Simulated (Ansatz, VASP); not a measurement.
**SiB6 in VASP and in Ansatz**

File INCAR:

```
PREC     = Accurate       # precision mode
ENCUT    = 520            # plane-wave cutoff, eV
EDIFF    = 1E-6           # SCF threshold, eV
ISMEAR   = 0              # smearing method
SIGMA    = 0.02           # smearing width, eV
LREAL    = F              # projectors in reciprocal space
LASPH    = T              # aspherical terms in the spheres
NELM     = 80             # most SCF steps
ALGO     = Normal         # electronic algorithm
ISIF     = 2              # what is computed and relaxed
LWAVE    = F              # write WAVECAR
LCHARG   = F              # write CHGCAR
NBANDS   = 20             # bands
```

File KPOINTS:

```
Automatic mesh
0
Gamma
  8 8 8
```

The input POSCAR:

```
SiB6
1.0
    4.1300000000      0.0000000000      0.0000000000
    0.0000000000      4.1300000000      0.0000000000
    0.0000000000      0.0000000000      4.1300000000
Si B
1 6
Direct
    0.0000000000      0.0000000000      0.0242130751
    0.5000000000      0.5000000000      0.7900000000
    0.5000000000      0.5000000000      0.2100000000
    0.5000000000      0.7900000000      0.5000000000
    0.7900000000      0.5000000000      0.5000000000
    0.5000000000      0.2100000000      0.5000000000
    0.2100000000      0.5000000000      0.5000000000
```

Input for Ansatz:

```yaml
crystal:
  lattice:
    - [4.13, 0.0, 0.0]
    - [0.0, 4.13, 0.0]
    - [0.0, 0.0, 4.13]
  atoms:
    - { symbol: Si, position: [0.0, 0.0, 0.0242130751] }
    - { symbol: B, position: [0.5, 0.5, 0.79] }
    - { symbol: B, position: [0.5, 0.5, 0.21] }
    - { symbol: B, position: [0.5, 0.79, 0.5] }
    - { symbol: B, position: [0.79, 0.5, 0.5] }
    - { symbol: B, position: [0.5, 0.21, 0.5] }
    - { symbol: B, position: [0.21, 0.5, 0.5] }
hamiltonian:
  xc: lda
  pseudopotentials: { kind: paw }
kpoints:
  mp_grid: { grid: [8, 8, 8] }
scf:
  occupations: { method: gaussian, width: 0.02 }
  convergence: { dr2_threshold: 1.0e-09 }
basis:
  ecutwfc: 600
output:
  forces: true
  stress: true
```

Alike in both runs: task single point; functional LDA; k mesh 8 × 8 × 8; occupations gaussian, width 0.02 eV; no spin polarisation.

```csv
,VASP,Ansatz
version,VASP 6.6.1,Ansatz 0.2.0
potentials or method,"VASP PAW LDA potentials, release 64 (Si, B), cutoff 520 eV","scalar-relativistic, plane waves, PAW"
valence electrons in the cell,22,22
```

|  | VASP | Ansatz | Ansatz less VASP |
| --- | --- | --- | --- |
| pressure (GPa) | -1.7 | -1.9 | -0.21 |
| traceless stress, the component that is largest in VASP (GPa) | 0.13 | 0.13 | 0.000 |
| rms of the force components (eV/Å) | 1.282 | 1.262 | -0.0201 |

LDA's correlation is that of Perdew and Zunger in VASP and of Perdew and Wang (1992) in Ansatz. Atom by atom the forces differ by 0.020 eV/Å (rms over components). Ansatz's warnings: stress scf threshold loose.
